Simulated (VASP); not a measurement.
Lu: single point with PBE

Crystal: Lu.

```
CELL_PARAMETERS angstrom
3.36078 0.00000 0.00000
-1.68039 2.91052 0.00000
0.00000 0.00000 5.24880
ATOMIC_POSITIONS crystal
Lu 0.33333 0.66667 0.25000
Lu 0.66667 0.33333 0.75000
```

```yaml
Program: VASP 6.6.1
Task: single point
Functional: PBE
Potentials_or_basis: VASP PAW PBE potentials, release 64 (Lu)
Cutoff: 520 eV
k_mesh: 17 × 17 × 10
Occupations: fermi-dirac, width 0.1 eV
Spin: no spin polarisation
```

The pressure is 7.4 GPa. The band gap on the k mesh is zero (bands 25 and 26 overlap by 1.93 eV).

Levels at points of the mesh, in eV from the Fermi level:
```csv
k point,band 21,band 22,band 23,band 24,band 25,band 26,band 27,band 28,band 29,band 30
"(0.00, 0.00, 0.00)",-4.66,-4.63,-4.62,-2.62,1.12,2.30,2.30,2.79,3.16,3.16
"(0.00, 0.00, 0.50)",-4.62,-4.62,-4.46,-4.46,1.28,1.28,2.19,2.19,2.19,2.19
```

Wall time 2.4 min on 1 thread of AMD EPYC 9R45 96-Core Processor (Zen 5), with other jobs on the host, peak memory 0.35 GiB.

Caveat: the cell stands under pressure; spin-orbit coupling is left out, which moves the levels of the heavy elements.
